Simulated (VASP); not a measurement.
Input of a VASP 6.6.1 run:

The input INCAR:

```
ALGO = Normal
EDIFF = 1E-7
ENCUT = 520
GGA = PE
ISIF = 2
ISMEAR = -1
ISPIN = 2
IVDW = 12
LASPH = T
LCHARG = F
LORBIT = 11
LREAL = F
LWAVE = F
MAGMOM = 0.56 0.56 0.56 0.56 0.56 0.56 0.56 0.56 0.56 0.56 0.56 0.56
NBANDS = 52
NELM = 150
PREC = Accurate
SIGMA = 0.02
```

Contents of KPOINTS:

```
k-points
0
Gamma
  1 1 1
```

The input POSCAR:

```
O
1.0
    6.0876040000      0.0000000000      0.0000000000
    0.0000000000      6.0876040000      0.0000000000
    0.0000000000      0.0000000000      6.0876040000
O
12
Direct
    0.2722253287      0.2696298905      0.3928803516
    0.3151486200      0.1885963673      0.2190681260
    0.8193042780      0.4747516428      0.1539850490
    0.6450156745      0.5468654006      0.0867829116
    0.8849458670      0.2150435541      0.6665183872
    0.9558604666      0.0968525548      0.8123393046
    0.5807867923      0.8407248566      0.6818938945
    0.4512941381      0.7460242158      0.5652470167
    0.2324231340      0.6426666386      0.9509324194
    0.1656809477      0.5455512546      0.7950911393
    0.9594579411      0.7951075661      0.4216601474
    0.8817426363      0.8931099986      0.2687756957
```

Potentials or basis: VASP PAW PBE potentials, release 64 (O).

The run is started by

```console
$ cat potpaw_PBE.64/O/POTCAR > POTCAR
$ mpirun -np 1 vasp_gam > vasp.out
```

Predict the largest force.

3.635 eV/Å.

What does it give for the pressure?

4.8 GPa.

Estimate the site moments.

O +0.81, +0.80 (each value once) μB.

Predict the net moment.

12.00 μB per cell.

Forces on the atoms (eV/Å):
```
O   -0.583  1.253  2.623
O    0.684 -1.302 -2.684
O    0.757 -0.681  0.239
O   -0.866  0.225 -0.379
O   -0.410  0.445 -0.527
O    0.322 -0.420  0.604
O    1.225  0.999  1.165
O   -1.029 -0.768 -1.414
O    1.095  1.849  2.932
O   -1.459 -1.932 -2.612
O    1.121 -1.064  1.829
O   -0.857  1.397 -1.777
```

Caveat: the k points lie up to 1.03 Å⁻¹ apart, too coarse for converged energies, forces and pressures; the standard files for N, O and F lose accuracy on very short bonds.
